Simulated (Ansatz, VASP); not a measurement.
One calculation of Ga, two programs

INCAR

```
SYSTEM = Ga
PREC = Accurate
ENCUT = 520
EDIFF = 1E-6
ISMEAR = -1
SIGMA = 0.03
LREAL = .FALSE.
LASPH = .TRUE.
NELM = 100
ALGO = Normal
ISIF = 2
LWAVE = .FALSE.
LCHARG = .FALSE.
GGA = PS
NBANDS = 20
```

Contents of KPOINTS:

```
Automatic mesh
0
G
  14 14 11
  0 0 0
```

Contents of POSCAR:

```
Ga
1.0
    1.4011994555     -4.0794863395      0.0000000000
    1.4011994555      4.0794863395      0.0000000000
   -0.1189955720      0.0000000000      3.3737498936
Ga
2
Direct
    0.8690000000      0.1310000000      0.2500000000
    0.1310000000      0.8690000000      0.7500000000
```

Input for Ansatz:

```yaml
crystal:
  lattice:
    - [1.4011994555, -4.0794863395, 0.0]
    - [1.4011994555, 4.0794863395, 0.0]
    - [-0.118995572, 0.0, 3.3737498936]
  atoms:
    - { symbol: Ga, position: [0.869, 0.131, 0.25] }
    - { symbol: Ga, position: [0.131, 0.869, 0.75] }
kpoints:
  mp_grid: { grid: [14, 14, 11] }
  band_path:
    path:
      - [0.0, 0.0, 0.0]
      - [-0.5, 0.5, 0.0]
      - [-0.5, 0.5, 0.5]
      - [0.0, 0.0, 0.5]
      - [0.0, 0.0, 0.0]
      - [-0.5, 0.0, 0.5]
      - [0.0, 0.0, 0.0]
      - [-0.5, 0.0, 0.0]
    npoints: 5
scf:
  occupations: { method: fermi_dirac, width: 0.03 }
hamiltonian:
  xc: pbesol
  pseudopotentials: { kind: all_electron, lapw: { basis_error: 0.0005 } }
output:
  forces: true
  stress: true
  eigenvalues: true
```

Change from the starting cell: volume scaled by 1.04.

Alike in both runs: task single point; functional PBEsol; k mesh 14 × 14 × 11; occupations fermi-dirac, width 0.03 eV; no spin polarisation.

|  | VASP | Ansatz |
| --- | --- | --- |
| version | VASP 6.6.1 | Ansatz 0.2.0 |
| potentials or method | VASP PAW PBE potentials, release 64 (Ga_d), cutoff 520 eV | all-electron LAPW, scalar-relativistic |

```csv
,VASP,Ansatz,Ansatz less VASP
pressure (GPa),-3.7,-3.7,+0.05
"traceless stress, the component that is largest in VASP (GPa)",-0.06,-0.06,-0.001
rms of the force components (eV/Å),0.094,0.094,-0.0002
```

VASP's potentials were made for PBE, not for PBEsol. Atom by atom the forces differ by 0.000 eV/Å (rms over components). Ansatz ran all-electron here, and VASP with PAW potentials.
